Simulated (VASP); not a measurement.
Write the native input for VASP 6.6.1 that does the following.

```
Task                   : single point
Functional             : PBE
Dispersion             : D3(BJ)
Potentials or basis    : VASP PAW PBE potentials, release 64 (As)
Cutoff                 : 520 eV
k mesh                 : 9 × 9 × 1
Occupations            : gaussian, width 0.02 eV
Spin                   : no spin polarisation
Dipole correction      : yes
Further INCAR settings : ALGO = Normal; EDIFF = 1e-06; NBANDS = 12
```

The structure of As lies in POSCAR:

```
As
1.0
    3.5210000000      0.0000000000      0.0000000000
   -1.7605000000      3.0492754467      0.0000000000
    0.0000000000      0.0000000000     28.5742413766
As
2
Direct
    0.3333333333      0.6666666667      0.5000000000
    0.6666666667      0.3333333333      0.5000000000
```

The input as run:

INCAR

```
SYSTEM = As
PREC = Accurate
ENCUT = 520
EDIFF = 1E-6
ISMEAR = 0
SIGMA = 0.02
LREAL = .False.
LASPH = .True.
NELM = 100
ALGO = Normal
ISIF = 2
LWAVE = .False.
LCHARG = .True.
LDIPOL = .True.
IDIPOL = 3
DIPOL = 0.5 0.5 0.500
GGA = PE
IVDW = 12
LELF = .True.
LVHAR = .True.
LVACPOTAV = .True.
NBANDS = 12
```

KPOINTS

```
regular mesh
0
Gamma
  9 9 1
  0 0 0
```

Potentials or basis: VASP PAW PBE potentials, release 64 (As).

Run with:

```sh
$ cat potpaw_PBE.64/As/POTCAR > POTCAR
$ mpirun -np 1 vasp_std > vasp.out
```

It gave:

| Property | Result |
| --- | --- |
| Band gap on the k mesh | zero (band 5 reaches -1.90 eV, above the bottom of band 6 at -3.31 eV) |
| Dispersion energy per atom | -0.228 eV |
| Work function of the upper face | 3.76 eV |
| Work function of the lower face | 3.76 eV |

Wall time 92 s on 1 thread of Intel(R) Xeon(R) Platinum 8259CL CPU @ 2.50GHz (Skylake/Cascade Lake), on a shared host, peak memory 0.41 GiB.
